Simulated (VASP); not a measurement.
Set up this calculation in VASP 6.6.1, as the native input.

| Quantity | Value |
| --- | --- |
| Task | relaxation of cell and atoms |
| Functional | PBE |
| Potentials or basis | VASP PAW PBE potentials, release 64 (Ga_d, N) |
| Cutoff | 600 eV |
| k mesh | 8 × 8 × 8 |
| Occupations | fermi-dirac, width 0.1 eV |
| Spin | no spin polarisation |
| Target pressure | 6 GPa |
| Dipole correction | no |
| Further INCAR settings | ALGO = Normal; EDIFF = 1e-06; IBRION = 2; EDIFFG = -0.05; NSW = 80; ISIF = 3 |

The structure of GaN lies in POSCAR:

```
GaN
1.0
    0.0000000000      2.2535006100      2.2535006100
    2.2535006100      0.0000000000      2.2535006100
    2.2535006100      2.2535006100      0.0000000000
Ga N
1 1
Direct
    0.0000000000      0.0000000000      0.0000000000
    0.7500000000      0.7500000000      0.7500000000
```

The input as run:

INCAR

```
PREC = Accurate
ENCUT = 600
EDIFF = 1E-6
ISMEAR = -1
SIGMA = 0.1
LREAL = F
LASPH = T
NELM = 60
ALGO = Normal
ISIF = 3
LWAVE = F
LCHARG = F
GGA = PE
IBRION = 2
NSW = 80
EDIFFG = -0.05
PSTRESS = 60.0
```

KPOINTS

```
regular mesh
0
Gamma
  8 8 8
```

Potentials or basis: VASP PAW PBE potentials, release 64 (Ga_d, N).

The run is started by

```sh
$ cat potpaw_PBE.64/Ga_d/POTCAR potpaw_PBE.64/N/POTCAR > POTCAR
$ mpirun -np 1 vasp_std > vasp.out
```

It gave:

* Relaxed volume: 11.38 Å³/atom
* Relaxed cell: a = 3.181 Å, b = 3.181 Å, c = 3.181 Å, α = 60.00°, β = 60.00°, γ = 60.00°
* Space group after relaxing (to 0.05 Å): F-43m (No. 216)
* Energy change on relaxing (the enthalpy is what falls): +2.3 meV/atom
* Ionic steps: 3
* Pressure after relaxing: 5.9 GPa
* Band gap on the k mesh: 1.76 eV, direct

Caveat: the cell is relaxed towards a set pressure, so the enthalpy falls and the energy may rise.

It took 24 s on 1 thread of AMD EPYC 7R13 Processor (Zen 3) (shared host), peak memory 0.14 GiB.
